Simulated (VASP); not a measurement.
# BeS (F-43m) in VASP: further runs

The runs below take BeS through single point, with PBE.

All numbers are computed with VASP 6.6.1; they aren't measurements. Logs are shortened: lines on timing, memory, paths and dates and some standing lists are left out, and cuts for length are marked.

## Step 1: The cell of the first run

Symmetry: F-43m, No. 216, cubic system. Conventional cell: a = 4.866 Å, b = 4.866 Å, c = 4.866 Å, α = 90.00°, β = 90.00°, γ = 90.00°. Be (site symmetry -43m) has 4 S at 2.11 Å within 2.8 Å. S (site symmetry -43m) has 4 Be at 2.11 Å within 2.8 Å.

## Step 2: Single point, PBE

INCAR

```
SYSTEM = BeS
PREC = Accurate ; ENCUT = 520
EDIFF = 1E-6 ; ISMEAR = 0
SIGMA = 0.05 ; LREAL = .FALSE.
LASPH = .TRUE. ; NELM = 100
ALGO = Normal ; ISIF = 2
LWAVE = .FALSE. ; LCHARG = .FALSE.
GGA = PE ; NBANDS = 11
```

KPOINTS

```
regular mesh
0
G
  12 12 12
  0 0 0
```

POSCAR

```
BeS
1.0
    0.0000000000      2.4330565376      2.4330565376
    2.4330565376      0.0000000000      2.4330565376
    2.4330565376      2.4330565376      0.0000000000
Be S
1 1
Direct
    0.0000000000      0.0000000000      0.0000000000
    0.7500000000      0.7500000000      0.7500000000
```

Potentials or basis: VASP PAW PBE potentials, release 64 (Be, S).

The run is started by

```bash
$ cat potpaw_PBE.64/Be/POTCAR potpaw_PBE.64/S/POTCAR > POTCAR
$ mpirun -np 1 vasp_std > vasp.out
```

OUTCAR:

```text
SYSTEM = BeS
   PREC = Accurate
   ENCUT = 520
   EDIFF = 1E-6
   ISMEAR = 0
   LREAL = .FALSE.
   LASPH = .TRUE.
   NELM = 100
   ISIF = 2
   GGA = PE

 ion  position               nearest neighbor table
   1  0.000  0.000  0.000-   2 2.11   2 2.11   2 2.11   2 2.11
   2  0.750  0.750  0.750-   1 2.11   1 2.11   1 2.11   1 2.11

  LATTYP: Found a face centered cubic cell.
 ALAT       =     4.8661130752

  Lattice vectors:

 A1 = (   0.0000000000,   2.4330565376,   2.4330565376)
 A2 = (   2.4330565376,   0.0000000000,   2.4330565376)
 A3 = (   2.4330565376,   2.4330565376,   0.0000000000)

Analysis of symmetry for initial positions (statically):
=====================================================================
 Subroutine PRICEL returns:
 Original cell was already a primitive cell.

 Routine SETGRP: Setting up the symmetry group for a
 face centered cubic supercell.

 Subroutine GETGRP returns: Found 24 space group operations
 (whereof 24 operations were pure point group operations)
 out of a pool of 48 trial point group operations.

The static configuration has the point symmetry T_d .

Analysis of symmetry for dynamics (positions and initial velocities):
=====================================================================
 Subroutine PRICEL returns:
 Original cell was already a primitive cell.

 Routine SETGRP: Setting up the symmetry group for a
 face centered cubic supercell.

 Subroutine GETGRP returns: Found 24 space group operations
 (whereof 24 operations were pure point group operations)
 out of a pool of 48 trial point group operations.

The dynamic configuration has the point symmetry T_d .

 Subroutine INISYM returns: Found 24 space group operations
 (whereof 24 operations are pure point group operations),
 and found     1 'primitive' translations

----------------------------------------------------------------------------------------

                                     Primitive cell

  volume of cell :      28.8062

  direct lattice vectors                    reciprocal lattice vectors
     0.000000000  2.433056538  2.433056538    -0.205502828  0.205502828  0.205502828
     2.433056538  0.000000000  2.433056538     0.205502828 -0.205502828  0.205502828
     2.433056538  2.433056538  0.000000000     0.205502828  0.205502828 -0.205502828

  length of vectors
     3.440861553  3.440861553  3.440861553     0.355941340  0.355941340  0.355941340

  position of ions in fractional coordinates (direct lattice)
     0.000000000  0.000000000  0.000000000
     0.750000000  0.750000000  0.750000000

  ion indices of the primitive-cell ions
   primitive index   ion index
                 1           1
                 2           2

----------------------------------------------------------------------------------------

 KPOINTS: regular mesh

Automatic generation of k-mesh.
 Grid dimensions read from file:
 generate k-points for:   12   12   12

 Generating k-lattice:

  Cartesian coordinates                     Fractional coordinates (reciprocal lattice)
    -0.017125236  0.017125236  0.017125236     0.083333333  0.000000000  0.000000000
     0.017125236 -0.017125236  0.017125236     0.000000000  0.083333333  0.000000000
     0.017125236  0.017125236 -0.017125236     0.000000000  0.000000000  0.083333333

  Length of vectors
     0.029661778  0.029661778  0.029661778

  Shift w.r.t. Gamma in fractional coordinates (k-lattice)
     0.000000000  0.000000000  0.000000000

 Subroutine IBZKPT returns following result:
 ===========================================

 Found     72 irreducible k-points:

 Following reciprocal coordinates:
            Coordinates               Weight
  0.000000  0.000000  0.000000      1.000000
  0.083333  0.000000  0.000000      8.000000
  0.166667  0.000000  0.000000      8.000000
  0.250000  0.000000  0.000000      8.000000
  0.333333  0.000000  0.000000      8.000000
  0.416667  0.000000  0.000000      8.000000
[... 16 lines left out ...]
  0.500000  0.166667  0.000000     24.000000
 -0.416667  0.166667  0.000000     24.000000
 [... further k-points ...]
   k-points           NKPTS =     72   k-points in BZ     NKDIM =     72   number of bands    NBANDS=     11
   number of dos      NEDOS =    301   number of ions     NIONS =      2
   total plane-waves  NPLWV =  21952
   dimension x,y,z NGX =    28 NGY =   28 NGZ =   28
   dimension x,y,z NGXF=    56 NGYF=   56 NGZF=   56
   ions per type =               1   1
   NGX,Y,Z   is equivalent  to a cutoff of  13.53, 13.53, 13.53 a.u.
   NGXF,Y,Z  is equivalent  to a cutoff of  27.06, 27.06, 27.06 a.u.
 SYSTEM =  BeS
   PREC   = accura    normal or accurate (medium, high low for compatibility)
   ISTART =      0    job   : 0-new  1-cont  2-samecut
   ICHARG =      2    charge: 1-file 2-atom 10-const
   ISPIN  =      1    spin polarized calculation?
   LNONCOLLINEAR =      F non collinear calculations
   LSORBIT =      F    spin-orbit coupling
   LASPH  =      T    aspherical Exc in radial PAW
   ENCUT  =  520.0 eV  38.22 Ry    6.18 a.u.   6.40  6.40  6.40*2*pi/ulx,y,z
   NELM   =    100;   NELMIN=  2; NELMDL= -5     # of ELM steps
   EDIFF  = 0.1E-05   stopping-criterion for ELM
   LREAL  =      F    real-space projection
   EDIFFG = 0.1E-04   stopping-criterion for IOM
   NSW    =      0    number of steps for IOM
   IBRION =     -1    ionic relax: 0-MD 1-quasi-New 2-CG
   NFREE  =      0    steps in history (QN), initial steepest desc. (CG)
   ISIF   =      2    stress and relaxation
   ISYM   =      2    0-nonsym 1-usesym 2-fastsym
   POTIM  = 0.5000    time-step for ionic-motion
   TEBEG  =    0.0;   TEEND  =   0.0 temperature during run
   PSTRESS=    0.0 pullay stress
   NELECT =       8.0000    total number of electrons
   NUPDOWN=      -1.0000    fix difference up-down
   EMIN   =  10.00;   EMAX   =-10.00  energy-range for DOS
   EFERMI =   0.00;   METHOD = LEGACY
   ISMEAR =     0;   SIGMA  =   0.05  broadening in eV -4-tet -1-fermi 0-gaus
   EFERMI_NEDOS =   21; number of points for ismear=-14 and -15
   IALGO  =     38    algorithm
   IMIX   =      4    mixing-type and parameters
     AMIX     =   0.40;   BMIX     =  1.00
     AMIX_MAG =   1.60;   BMIX_MAG =  1.00
  volume/ion in A,a.u.               =      14.40        97.20
  Fermi-wavevector in a.u.,A,eV,Ry     =   1.068094  2.018404 15.521851  1.140824
  Thomas-Fermi vector in A             =   2.203731
   LORBIT       =      0    0 simple, 1 ext, 2 COOP (PROOUT), +10 PAW based schemes
   GGA     = PE    functional components
   LHFCALC =     F    Hartree Fock is set to
   AEXX    =    0.0000 exact exchange contribution
   IVDW    =     0    specifies the selected vdW correction
   LEPSILON=     F    determine dielectric tensor
   LRPA    =     F    only Hartree local field effects (RPA)
 non-spin polarized calculation
 Gauss-broadening in eV      SIGMA  =   0.05
  energy-cutoff  :      520.00
  volume of cell :       28.81
 maximum number of plane-waves:       794
 NGX is ok and might be reduce to    28
   NGX = 13   NGY = 13   NGZ = 13

 number of electron       7.9999999 magnetization

 Free energy of the ion-electron system (eV)
  ---------------------------------------------------
  ext. energy  EPLUGINS =         0.00000000
  ---------------------------------------------------
  free energy    TOTEN  =       -10.01315453 eV

  energy without entropy =      -10.01315453  energy(sigma->0) =      -10.01315453

 E-fermi :   4.3228     XC(G=0):  -9.6897

 val. band max:        4.0722635844   @ k =   0.0000   0.0000   0.0000
 cond. band min:       7.2052539784   @ k =   0.5000   0.5000   0.0000
 fundamental gap:      3.1329903940
 Fermi energy:         4.3227906484

 k-point     1 :       0.0000    0.0000    0.0000
  band No.  band energies     occupation
      1      -9.5540      2.00000
      2       4.0723      2.00000
      3       4.0723      2.00000
      4       4.0723      2.00000
      5       9.7461      0.00000
      6       9.7461      0.00000
      7       9.7461      0.00000
      8       9.8741      0.00000
      9      16.8666      0.00000
     10      16.8666      0.00000
     11      18.8675      0.00000

 k-point     2 :       0.0833    0.0000    0.0000
  band No.  band energies     occupation
      1      -9.4754      2.00000
      2       3.4816      2.00000
      3       3.9794      2.00000
      4       3.9794      2.00000
      5       9.6749      0.00000
      6       9.9151      0.00000
      7       9.9151      0.00000
      8      10.5443      0.00000
      9      16.4820      0.00000
     10      16.4820      0.00000
     11      18.8260      0.00000

 k-point     3 :       0.1667    0.0000    0.0000
  band No.  band energies     occupation
      1      -9.2475      2.00000
      2       2.2011      2.00000
      3       3.7511      2.00000
      4       3.7511      2.00000
      5       9.6385      0.00000
      6      10.3048      0.00000
      7      10.3048      0.00000
      8      11.8686      0.00000
      9      15.9546      0.00000
     10      15.9546      0.00000
     11      18.5882      0.00000

 k-point     4 :       0.2500    0.0000    0.0000
  band No.  band energies     occupation
      1      -8.8975      2.00000
      2       0.8003      2.00000
      3       3.4841      2.00000
      4       3.4841      2.00000
      5       9.5990      0.00000
      6      10.6386      0.00000
      7      10.6386      0.00000
      8      13.2704      0.00000
      9      15.9452      0.00000
     10      15.9452      0.00000
     11      18.2872      0.00000
[... 239 lines left out ...]
 k-point    22 :       0.4167    0.1667    0.0000
  band No.  band energies     occupation
      1      -8.1436      2.00000
      2      -0.5767      2.00000
      3       2.2774      2.00000
      4       2.5115      2.00000
      5       9.3564      0.00000
      6      11.5485      0.00000
      7      12.1428      0.00000
      8      12.5790      0.00000
      9      17.4997      0.00000
     10      18.9462      0.00000
     11      19.4294      0.00000

 k-point    23 :       0.5000    0.1667    0.0000
  band No.  band energies     occupation
      1      -7.8613      2.00000
      2      -1.2081      2.00000
      3       1.9577      2.00000
      4       2.5500      2.00000
      5       9.4706      0.00000
      6      11.4523      0.00000
      7      11.9209      0.00000
      8      13.9016      0.00000
      9      17.4709      0.00000
     10      18.9873      0.00000
     11      20.0093      0.00000

 k-point    24 :      -0.4167    0.1667    0.0000
  band No.  band energies     occupation
      1      -7.8176      2.00000
      2      -1.2984      2.00000
      3       1.7465      2.00000
      4       2.7183      2.00000
      5       9.6793      0.00000
      6      11.3948      0.00000
      7      11.6910      0.00000
      8      14.9537      0.00000
      9      16.8836      0.00000
     10      17.4335      0.00000
     11      20.5328      0.00000

 [... further k-points ...]
[... 5 lines left out ...]
  --------------------------------------------------------------------------------------
  -------------------------------------------------------------------------------------
  Total        0.1063910      0.1063910      0.1063910      0.0000000      0.0000000     -0.0000000
  in kB        5.9173724      5.9173724      5.9173724      0.0000000      0.0000000     -0.0000000
  external PRESSURE =       5.9173724 kB  Pullay stress =       0.0000000 kB

 VOLUME and BASIS-vectors are now :
 -----------------------------------------------------------------------------
  energy-cutoff  :      520.00
  volume of cell :       28.81
      direct lattice vectors                 reciprocal lattice vectors
     0.000000000  2.433056538  2.433056538    -0.205502828  0.205502828  0.205502828
     2.433056538  0.000000000  2.433056538     0.205502828 -0.205502828  0.205502828
     2.433056538  2.433056538  0.000000000     0.205502828  0.205502828 -0.205502828

 POSITION                                       TOTAL-FORCE (eV/Angst)
 -----------------------------------------------------------------------------------
      0.00000      0.00000      0.00000        -0.000000     -0.000000     -0.000000
      3.64958      3.64958      3.64958         0.000000      0.000000      0.000000
 -----------------------------------------------------------------------------------
    total drift:                               -0.000000     -0.000000     -0.000000

  FREE ENERGIE OF THE ION-ELECTRON SYSTEM (eV)
  ---------------------------------------------------
  free  energy   TOTEN  =       -10.0131545276 eV

  energy  without entropy=      -10.0131545276  energy(sigma->0) =      -10.01315453
```

It took 19 s on 1 thread of Intel Xeon Platinum 8375C at 2.90GHz (Ice Lake), shared host; peak memory 0.16 GiB.

Results:

* Free energy: -10.0132 eV
* Pressure: 0.6 GPa
* Band gap on the k mesh: 3.13 eV, indirect (least direct gap 5.67 eV)

A k mesh can miss the band edges. Expect the measured gap to be larger: semilocal functionals such as PBE lack the derivative discontinuity.

## Step 3: Single point, PBE

This run uses another cell than the first one, of 14.46 Å³/atom, 1.004 times its volume.

INCAR

```
PREC = Accurate
ENCUT = 520
EDIFF = 1E-7
ISMEAR = 0
SIGMA = 0.05
LREAL = F
LASPH = T
NELM = 60
ALGO = Normal
ISIF = 2
LWAVE = F
LCHARG = F
GGA = PE
NBANDS = 11
```

KPOINTS

```
regular mesh
0
Gamma
  12 12 12
```

POSCAR

```
BeS
1.0
    0.0000000000      2.4362962971      2.4362962971
    2.4362962971      0.0000000000      2.4362962971
    2.4362962971      2.4362962971      0.0000000000
Be S
1 1
Direct
    0.0000000000      0.0000000000      0.0000000000
    0.7500000000      0.7500000000      0.7500000000
```

Potentials or basis: VASP PAW PBE potentials, release 64 (Be, S).

The run is started by

```bash
$ cat potpaw_PBE.64/Be/POTCAR potpaw_PBE.64/S/POTCAR > POTCAR
$ mpirun -np 1 vasp_std > vasp.out
```

OUTCAR:

```text
PREC = Accurate
   ENCUT = 520
   EDIFF = 1E-7
   ISMEAR = 0
   LREAL = F
   LASPH = T
   NELM = 60
   ISIF = 2
   GGA = PE

 ion  position               nearest neighbor table
   1  0.000  0.000  0.000-   2 2.11   2 2.11   2 2.11   2 2.11
   2  0.750  0.750  0.750-   1 2.11   1 2.11   1 2.11   1 2.11

  LATTYP: Found a face centered cubic cell.
 ALAT       =     4.8725925942

  Lattice vectors:

 A1 = (   0.0000000000,   2.4362962971,   2.4362962971)
 A2 = (   2.4362962971,   0.0000000000,   2.4362962971)
 A3 = (   2.4362962971,   2.4362962971,   0.0000000000)
[... 512 lines left out ...]
      6      11.3393      0.00000
      7      11.6457      0.00000
      8      14.8894      0.00000
      9      16.8202      0.00000
     10      17.3791      0.00000
     11      20.4673      0.00000

 [... further k-points ...]
[... 5 lines left out ...]
  --------------------------------------------------------------------------------------
  -------------------------------------------------------------------------------------
  Total        0.0378492      0.0378492      0.0378492      0.0000000      0.0000000      0.0000000
  in kB        2.0967501      2.0967501      2.0967501      0.0000000      0.0000000      0.0000000
  external PRESSURE =       2.0967501 kB  Pullay stress =       0.0000000 kB

 VOLUME and BASIS-vectors are now :
 -----------------------------------------------------------------------------
  energy-cutoff  :      520.00
  volume of cell :       28.92
      direct lattice vectors                 reciprocal lattice vectors
     0.000000000  2.436296297  2.436296297    -0.205229553  0.205229553  0.205229553
     2.436296297  0.000000000  2.436296297     0.205229553 -0.205229553  0.205229553
     2.436296297  2.436296297  0.000000000     0.205229553  0.205229553 -0.205229553

 POSITION                                       TOTAL-FORCE (eV/Angst)
 -----------------------------------------------------------------------------------
      0.00000      0.00000      0.00000        -0.000000     -0.000000     -0.000000
      3.65444      3.65444      3.65444         0.000000      0.000000      0.000000
 -----------------------------------------------------------------------------------
    total drift:                                0.000000      0.000000     -0.000000

  FREE ENERGIE OF THE ION-ELECTRON SYSTEM (eV)
  ---------------------------------------------------
  free  energy   TOTEN  =       -10.0134704565 eV

  energy  without entropy=      -10.0134704565  energy(sigma->0) =      -10.01347046
```

OSZICAR:

```text
N       E                     dE             d eps       ncg     rms          rms(c)
DAV:   1     0.207896106824E+02    0.20790E+02   -0.39445E+03  1600   0.630E+02
DAV:   2    -0.899514699487E+01   -0.29785E+02   -0.28342E+02  2132   0.116E+02
DAV:   3    -0.101742809193E+02   -0.11791E+01   -0.11773E+01  2030   0.232E+01
DAV:   4    -0.101811206513E+02   -0.68397E-02   -0.68385E-02  1983   0.206E+00
DAV:   5    -0.101811761839E+02   -0.55533E-04   -0.55532E-04  2034   0.180E-01    0.556E+00
DAV:   6    -0.100505252484E+02    0.13065E+00   -0.11867E-01  1818   0.163E+00    0.379E+00
DAV:   7    -0.100120857782E+02    0.38439E-01   -0.11322E-01  1958   0.176E+00    0.101E+00
DAV:   8    -0.100133281625E+02   -0.12424E-02   -0.65142E-03  2090   0.410E-01    0.140E-01
DAV:   9    -0.100134191095E+02   -0.90947E-04   -0.50040E-04  1995   0.141E-01    0.276E-02
DAV:  10    -0.100134652998E+02   -0.46190E-04   -0.77486E-05  1865   0.499E-02    0.106E-02
DAV:  11    -0.100134700819E+02   -0.47821E-05   -0.16417E-05  2014   0.210E-02    0.881E-03
DAV:  12    -0.100134703623E+02   -0.28047E-06   -0.43328E-07  1904   0.460E-03    0.254E-03
DAV:  13    -0.100134705140E+02   -0.15170E-06   -0.11946E-07  1856   0.185E-03    0.314E-03
DAV:  14    -0.100134704565E+02    0.57504E-07   -0.11497E-08   891   0.529E-04
   1 F= -.10013470E+02 E0= -.10013470E+02  d E =-.224091E-14
```

stdout:

```text
POSCAR found type information on POSCAR BeS
 POSCAR found :  2 types and       2 ions
 scaLAPACK will be used
 LDA part: xc-table for (Slater+PW92), standard interpolation
 POSCAR, INCAR and KPOINTS ok, starting setup
 FFT: planning ... GRIDC
 FFT: planning ... GRID_SOFT
 FFT: planning ... GRID
 WAVECAR not read
 entering main loop
```

Wall time 22 s (1 thread of Intel Xeon Platinum 8375C at 2.90GHz (Ice Lake), shared host); peak memory 0.16 GiB.

What came out:

```yaml
Free_energy: -10.0135 eV
Pressure: 0.2 GPa
Band_gap_on_the_k_mesh: 3.14 eV, indirect (least direct gap 5.68 eV)
```

## Step 4: Single point, PBE

This run uses another cell than the first one, of 14.49 Å³/atom, 1.006 times its volume.

INCAR

```
SYSTEM = BeS
PREC = Accurate ; ENCUT = 520
EDIFF = 1E-6 ; ISMEAR = 0
SIGMA = 0.05 ; LREAL = .FALSE.
LASPH = .TRUE. ; NELM = 80
ALGO = Normal ; ISIF = 2
LWAVE = .FALSE. ; LCHARG = .TRUE.
GGA = PE ; LELF = .TRUE.
LVHAR = .TRUE. ; NBANDS = 11
```

KPOINTS

```
Automatic mesh
0
G
  12 12 12
  0 0 0
```

POSCAR

```
BeS
1.0
    0.0000000000      2.4380427907      2.4380427907
    2.4380427907      0.0000000000      2.4380427907
    2.4380427907      2.4380427907      0.0000000000
Be S
1 1
Direct
    0.0000000000      0.0000000000      0.0000000000
    0.7500000000      0.7500000000      0.7500000000
```

The run is started by

```bash
$ cat potpaw_PBE.64/Be/POTCAR potpaw_PBE.64/S/POTCAR > POTCAR
$ mpirun -np 1 vasp_std > vasp.out
```

Wall time 21 s (1 thread of Intel Xeon Platinum 8375C at 2.90GHz (Ice Lake), shared host); peak memory 0.16 GiB.

The run converged. Its results:

* Free energy: -10.0135 eV
* Pressure: 0.0 GPa
* Band gap on the k mesh: 3.15 eV, indirect (least direct gap 5.68 eV)

Levels at points of the mesh, in eV from the valence-band top:
| k point | band 1 | band 2 | band 3 | band 4 | band 5 | band 6 | band 7 | band 8 |
| --- | --- | --- | --- | --- | --- | --- | --- | --- |
| (0.00, 0.00, 0.00) | -13.59 | 0.00 | 0.00 | 0.00 | 5.68 | 5.68 | 5.68 | 5.75 |
| (0.50, 0.00, 0.00) | -12.02 | -5.68 | -1.01 | -1.01 | 5.42 | 6.57 | 6.57 | 11.13 |
| (0.50, 0.50, 0.00) | -11.49 | -4.94 | -2.59 | -2.59 | 3.15 | 4.93 | 12.65 | 12.65 |

A k mesh can miss the band edges. PBE gaps usually lie below the measured ones, often by a third to a half.

## Step 5: Overview

| cell | gap on the mesh (eV) | pressure (GPa) |
| --- | --- | --- |
| a = 3.441 Å, angles 60.0°, 2 atoms | 3.13 | 0.6 |
| a = 3.445 Å, angles 60.0°, 2 atoms | 3.14 | 0.2 |
| a = 3.448 Å, angles 60.0°, 2 atoms | 3.15 | 0.0 |

Alike in all rows: task single point; level PBE; potentials or basis VASP PAW PBE potentials, release 64 (Be, S); no spin polarisation; k mesh 12 × 12 × 12; cutoff (eV) 520; smearing gaussian 0.05 eV.

Absolute energies hang on the potentials; compare differences alone.
